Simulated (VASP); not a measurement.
A run of VASP 6.6.1 is set up as follows.

Contents of INCAR:

```
SYSTEM = HfMg3
  PREC = Accurate
  ENCUT = 520
  EDIFF = 1E-6
  ISMEAR = 0
  SIGMA = 0.2
  LREAL = .False.
  LASPH = .True.
  NELM = 80
  ALGO = Normal
  ISIF = 2
  LWAVE = .False.
  LCHARG = .False.
  NBANDS = 16
```

KPOINTS

```
regular mesh
0
Gamma
  4 4 4
  0 0 0
```

The input POSCAR:

```
HfMg3
1.0
    4.4333760000      0.0000000000      0.0000000000
    0.0000000000      4.4333760000      0.0000000000
    0.0000000000      0.0000000000      4.4333760000
Mg Hf
3 1
Direct
    0.5000000000      0.5000000000      0.0000000000
    0.0000000000      0.5000000000      0.5000000000
    0.5000000000      0.0000000000      0.5000000000
    0.0000000000      0.0000000000      0.0000000000
```

Potentials or basis: VASP PAW LDA potentials, release 64 (Mg, Hf_pv).

Launch:

```sh
$ cat potpaw_LDA.64/Mg/POTCAR potpaw_LDA.64/Hf_pv/POTCAR > POTCAR
$ mpirun -np 1 vasp_std > vasp.out
```

Task: Predict the pressure.

Result: -3.7 GPa.

Task: Predict the band gap on the k mesh.

Result: Zero (band 8 reaches 3.55 eV, above the bottom of band 9 at 2.19 eV).

Caveat: spin-orbit coupling is left out, which moves the levels of the heavy elements.
